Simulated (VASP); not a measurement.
Wanted: the native input for a VASP 6.6.1 run.

```yaml
Task: single point
Functional: PBE
Potentials_or_basis: VASP PAW PBE potentials, release 64 (Si)
Cutoff: 520 eV
k_mesh: 15 × 15 × 15
Occupations: gaussian, width 0.1 eV
Spin: no spin polarisation
Dipole_correction: no
Further_INCAR_settings: ALGO = Normal; EDIFF = 1e-07; NBANDS = 11
```

The structure of Si lies in POSCAR:

```
Si
1.0
   -2.4069425800      2.4069425800      1.3292650000
    2.4069425800     -2.4069425800      1.3292650000
    2.3358014200      2.3358014200     -1.3292650000
Si
2
Direct
    0.2500000000      0.7500000000      0.5000000000
    0.5000000000      0.5000000000      0.0000000000
```

These files were run (other wordings do the same):

INCAR

```
PREC = Accurate ; ENCUT = 520
EDIFF = 1E-7 ; ISMEAR = 0
SIGMA = 0.1 ; LREAL = False
LASPH = True ; NELM = 80
ALGO = Normal ; ISIF = 2
LWAVE = False ; LCHARG = False
GGA = PE ; NBANDS = 11
```

KPOINTS

```
Automatic mesh
0
Gamma
  15 15 15
```

Potentials or basis: VASP PAW PBE potentials, release 64 (Si).

Launch:

```sh
$ cat potpaw_PBE.64/Si/POTCAR > POTCAR
$ mpirun -np 1 vasp_std > vasp.out
```

It gave:

```
Pressure               : 3.2 GPa
Band gap on the k mesh : zero (bands 4 and 5 overlap by 6.86 eV)
```

Caveat: the cell stands under pressure.

Wall time 100 s on 1 thread of Intel(R) Xeon(R) Platinum 8259CL CPU @ 2.50GHz (Skylake/Cascade Lake) (shared host), peak memory 0.25 GiB.
